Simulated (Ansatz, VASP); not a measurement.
# One calculation of Au, two programs

File POSCAR:

```
Au
1.0
    0.0000000000      2.0749120936      2.0749120936
    2.0749120936      0.0000000000      2.0749120936
    2.0749120936      2.0749120936      0.0000000000
Au
1
Direct
    0.0000000000      0.0000000000      0.0000000000
```

The input INCAR.step1:

```
SYSTEM = Au
  ALGO = Normal
  EDIFF = 1E-5
  ENCUT = 520
  GGA = PE
  ISIF = 2
  ISMEAR = -1
  LASPH = .TRUE.
  LCHARG = .FALSE.
  LREAL = .FALSE.
  LWAVE = .TRUE.
  NBANDS = 12
  NELM = 100
  PREC = Accurate
  SIGMA = 0.05
```

The input INCAR.step2:

```
SYSTEM = Au
  AEXX = 0.25
  ALGO = Normal
  EDIFF = 1E-6
  ENCUT = 520
  GGA = PE
  HFSCREEN = 0.3
  ISIF = 2
  ISMEAR = -1
  ISTART = 1
  LASPH = .TRUE.
  LCHARG = .FALSE.
  LHFCALC = .TRUE.
  LREAL = .FALSE.
  LWAVE = .FALSE.
  NBANDS = 12
  NELM = 100
  PREC = Accurate
  PRECFOCK = Normal
  SIGMA = 0.05
```

KPOINTS

```
k-points
0
G
  6 6 6
  0 0 0
```

File input.yaml:

```yaml
crystal:
  lattice:
    - [0.0, 2.0749120936, 2.0749120936]
    - [2.0749120936, 0.0, 2.0749120936]
    - [2.0749120936, 2.0749120936, 0.0]
  atoms:
    - { symbol: Au, position: [0.0, 0.0, 0.0] }
hamiltonian:
  xc: { exchange: pbe, correlation: pbe, exx: { coeff: 0.25, omega: 0.3 } }
  pseudopotentials: { kind: paw }
kpoints:
  mp_grid: { grid: [6, 6, 6] }
scf:
  occupations: { method: fermi_dirac, width: 0.05 }
output:
  forces: true
  stress: true
  eigenvalues: true
  write_density: true
  write_potential: true
  elf: true
  volumetric_format: npy
```

Alike in both runs: task single point; functional PBE-based screened hybrid with a share of 0.25 of exact exchange and HFSCREEN = 0.3; k mesh 6 × 6 × 6; occupations fermi-dirac, width 0.05 eV; no spin polarisation.

|  | VASP | Ansatz |
| --- | --- | --- |
| version | VASP 6.6.1 | Ansatz 0.2.0 |
| potentials or method | VASP PAW PBE potentials, release 64 (Au) | Ansatz PAW |
| plane-wave cutoff (eV) | 520 | 420 |
| valence electrons in the cell | 11 | 19 |

VASP gave:

| Item | Value |
| --- | --- |
| gap on the k mesh at the Fermi level (eV) | none |
| pressure (GPa) | -0.9 |

Estimate Ansatz's values.

gap on the k mesh at the Fermi level (eV): none; pressure (GPa): -1.0.

VASP's potentials were made for PBE, not for PBE-based screened hybrid. A gap of «none» marks a metal or a gap that the smearing closes. VASP's potentials hold 11 valence electrons a cell and Ansatz's 19, so a difference there can come from the potentials and not from the codes.

The k mesh is coarse, so the values compare programs but aren't converged. Spin-orbit coupling is off throughout.
